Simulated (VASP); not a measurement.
The system is Te2Mo, a slab with vacuum.

```
Te Mo
1.0
     3.56023    0.00000    0.00000
    -1.78012    3.08325    0.00000
     0.00000    0.00000   17.52406
Te Mo
2 1
Direct
  0.33333 0.66667 0.89786
  0.33333 0.66667 0.10214
  0.00000 0.00000 0.00000
```

Base run:

| Property | Result |
| --- | --- |
| Program | VASP 6.6.1 |
| Functional | LDA |
| Potentials or basis | VASP PAW LDA potentials, release 64 (Te, Mo_sv) |
| Cutoff | 520 eV |
| k mesh | 9 × 9 × 2 |
| Occupations | fermi-dirac, width 0.1 eV |
| Spin | no spin polarisation |

Its results: band gap on the k mesh 1.04 eV, direct; largest force 0.370 eV/Å.

Problem. After a change of settings the same cell gave: band gap on the k mesh 1.38 eV, direct; largest force 0.370 eV/Å. Which change was it?
A. k mesh from 9 × 9 × 2 to 7 × 7 × 2
B. k mesh from 9 × 9 × 2 to 3 × 3 × 1; further incar settings from ALGO = Normal; EDIFF = 1e-07; NBANDS = 20 to ALGO = Normal; EDIFF = 1e-06; NBANDS = 20
C. k mesh from 9 × 9 × 2 to 6 × 6 × 1; further incar settings from ALGO = Normal; EDIFF = 1e-07; NBANDS = 20 to ALGO = Normal; EDIFF = 1e-06; NBANDS = 20

Solution. A.

Caveats: spin-orbit coupling is left out, which moves the levels of the heavy elements.
